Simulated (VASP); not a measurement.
Set up this calculation in VASP 6.6.1, as the native input.

| Item | Value |
| --- | --- |
| Task | single point |
| Functional | PBEsol |
| Dispersion | D4 |
| Potentials or basis | VASP PAW PBE potentials, release 64 (Mn_pv, O) |
| Cutoff | 520 eV |
| k mesh | 10 × 10 × 10 |
| Occupations | fermi-dirac, width 0.05 eV |
| Spin | collinear spin, ferromagnetic start |
| Starting moments | [4.0, 0.0] μB |
| Dipole correction | no |
| Further INCAR settings | ALGO = Normal; EDIFF = 1e-07; NBANDS = 20 |

The structure of MnO lies in POSCAR:

```
MnO
1.0
    0.0000000000      2.2089816980      2.2089816980
    2.2089816980      0.0000000000      2.2089816980
    2.2089816980      2.2089816980      0.0000000000
Mn O
1 1
Direct
    0.0000000000      0.0000000000      0.0000000000
    0.5000000000      0.5000000000      0.5000000000
```

These files were run (other wordings do the same):

INCAR

```
PREC = Accurate
ENCUT = 520
EDIFF = 1E-7
ISMEAR = -1
SIGMA = 0.05
LREAL = False
LASPH = True
NELM = 150
ALGO = Normal
ISIF = 2
LWAVE = False
LCHARG = True
ISPIN = 2
MAGMOM = 4 0
LORBIT = 11
LMAXMIX = 4
GGA = PS
IVDW = 13
LELF = True
LVHAR = True
NBANDS = 20
```

KPOINTS

```
regular mesh
0
Gamma
  10 10 10
```

Potentials or basis: VASP PAW PBE potentials, release 64 (Mn_pv, O).

Run with:

```console
$ cat potpaw_PBE.64/Mn_pv/POTCAR potpaw_PBE.64/O/POTCAR > POTCAR
$ mpirun -np 1 vasp_std > vasp.out
```

It gave:

```json
{
 "Pressure": "-7.5 GPa",
 "Net moment": "4.69 μB per cell",
 "Site moments": "Mn +4.26; O +0.19 μB",
 "Valence electrons inside the program's atomic spheres": "Mn 11.38; O 4.95",
 "Dispersion energy per atom": "-0.187 eV"
}
```

Caveat: the cell stands under tension; the PAW data sets were made with another functional, which shifts forces and pressure a little; a cell with one magnetic atom can't hold antiferromagnetic order, which such compounds often take.

Wall time 51 s on 1 thread of Intel Xeon 8259CL, on a shared host, peak memory 0.17 GiB.
